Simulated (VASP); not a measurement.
Input of a VASP 6.6.1 run:

The input INCAR:

```
SYSTEM = MoS
  PREC = Accurate
  ENCUT = 500
  EDIFF = 1E-6
  ISMEAR = 0
  SIGMA = 0.1
  LREAL = .FALSE.
  LASPH = .TRUE.
  NELM = 200
  ALGO = Normal
  ISIF = 2
  LWAVE = .FALSE.
  LCHARG = .FALSE.
  ISPIN = 2
  MAGMOM = 2 -2 0 0
  LORBIT = 11
  LMAXMIX = 4
  GGA = PS
  NBANDS = 32
  GGA_COMPAT = .FALSE.
  KPAR = 4
```

Contents of KPOINTS:

```
Automatic mesh
0
G
  18 18 8
  0 0 0
```

POSCAR

```
MoS
1.0
    3.1903878422      0.0000000000      0.0000000000
   -1.5951939211      2.7629569193      0.0000000000
    0.0000000000      0.0000000000      6.4037196636
Mo S
2 2
Direct
    0.0000000000      0.0000000000      0.0000000000
    0.0000000000      0.0000000000      0.5000000000
    0.3333333333      0.6666666667      0.2500000000
    0.6666666667      0.3333333333      0.7500000000
```

Potentials or basis: VASP PAW PBE potentials, release 64 (Mo_sv, S).

The run is started by

```console
$ cat potpaw_PBE.64/Mo_sv/POTCAR potpaw_PBE.64/S/POTCAR > POTCAR
$ mpirun -np 4 vasp_std > vasp.out
```

Q: Estimate the pressure.

A: 0.4 GPa.

Q: Predict the band gap on the k mesh.

A: Zero (filled and empty bands overlap).

Q: What does it give for the net moment?

A: 0.00 μB per cell.

Stress tensor (GPa, compression positive):
```
0.27 0.00 0.00
0.00 0.27 0.00
0.00 0.00 0.53
```

Caveat: the PAW data sets were made with another functional, which shifts forces and pressure a little.
